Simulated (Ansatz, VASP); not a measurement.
# Two plane-wave programs on AlIn2N3

Contents of INCAR:

```
PREC = Accurate ; ENCUT = 520
EDIFF = 1E-7 ; ISMEAR = 0
SIGMA = 0.02 ; LREAL = F
LASPH = T ; NELM = 80
ALGO = Normal ; ISIF = 2
LWAVE = F ; LCHARG = F
GGA = PE ; NBANDS = 56
```

File KPOINTS:

```
Automatic mesh
0
Gamma
  6 6 6
```

The input POSCAR:

```
AlIn2N3
1.0
    5.0307731102     -2.8932756553      0.0000000000
    5.0307731102      2.8932756553      0.0000000000
    0.0000000000      0.0000000000      5.3611442611
Al In N
2 4 6
Direct
    0.3402855634      0.6597144366      0.9891069044
    0.6597144366      0.3402855634      0.4891069044
    0.9866911916      0.3365156617      0.9865878008
    0.6634843383      0.0133088084      0.9865878008
    0.0133088084      0.6634843383      0.4865878008
    0.3365156617      0.9866911916      0.4865878008
    0.9702917082      0.3320414766      0.3863500422
    0.6679585234      0.0297082918      0.3863500422
    0.0297082918      0.6679585234      0.8863500422
    0.3320414766      0.9702917082      0.8863500422
    0.3694933187      0.6305066813      0.3370174096
    0.6305066813      0.3694933187      0.8370174096
```

Input for Ansatz:

```yaml
crystal:
  lattice:
    - [5.0307731102, -2.8932756553, 0.0]
    - [5.0307731102, 2.8932756553, 0.0]
    - [0.0, 0.0, 5.3611442611]
  atoms:
    - { symbol: Al, position: [0.3402855634, 0.6597144366, 0.9891069044] }
    - { symbol: Al, position: [0.6597144366, 0.3402855634, 0.4891069044] }
    - { symbol: In, position: [0.9866911916, 0.3365156617, 0.9865878008] }
    - { symbol: In, position: [0.6634843383, 0.0133088084, 0.9865878008] }
    - { symbol: In, position: [0.0133088084, 0.6634843383, 0.4865878008] }
    - { symbol: In, position: [0.3365156617, 0.9866911916, 0.4865878008] }
    - { symbol: "N", position: [0.9702917082, 0.3320414766, 0.3863500422] }
    - { symbol: "N", position: [0.6679585234, 0.0297082918, 0.3863500422] }
    - { symbol: "N", position: [0.0297082918, 0.6679585234, 0.8863500422] }
    - { symbol: "N", position: [0.3320414766, 0.9702917082, 0.8863500422] }
    - { symbol: "N", position: [0.3694933187, 0.6305066813, 0.3370174096] }
    - { symbol: "N", position: [0.6305066813, 0.3694933187, 0.8370174096] }
basis:
  ecutwfc: 420
kpoints:
  mp_grid: { grid: [6, 6, 6] }
  band_path: { path: [VBM, CBM], npoints: 2 }
hamiltonian:
  xc: pbe
scf:
  occupations: { method: gaussian, width: 0.02 }
output:
  forces: true
  stress: true
  eigenvalues: true
checkpoint:
  read: start.run
  write: ck
  compress: false
  write_wavefunctions: false
  write_every: 100000
```

Alike in both runs: task single point; functional PBE; k mesh 6 × 6 × 6; occupations gaussian, width 0.02 eV; no spin polarisation.

|  | VASP | Ansatz |
| --- | --- | --- |
| version | VASP 6.6.1 | Ansatz 0.2.0 |
| potentials or method | VASP PAW PBE potentials, release 64 (Al, In_d, N), cutoff 520 eV | scalar-relativistic, plane waves, PAW |
| valence electrons in the cell | 88 | 88 |

```tsv
	VASP	Ansatz	Ansatz less VASP
gap on the k mesh at the Fermi level (eV)	1.19	1.19	+0.002
least direct gap on the mesh (eV)	1.19	1.19	+0.002
pressure (GPa)	12.1	12.0	-0.10
rms of the force components (eV/Å)	0.016	0.002	-0.0137
```

Atom by atom the forces differ by 0.015 eV/Å (rms over components). The functional is the same, so the differences come from potentials, cutoffs and numerics.
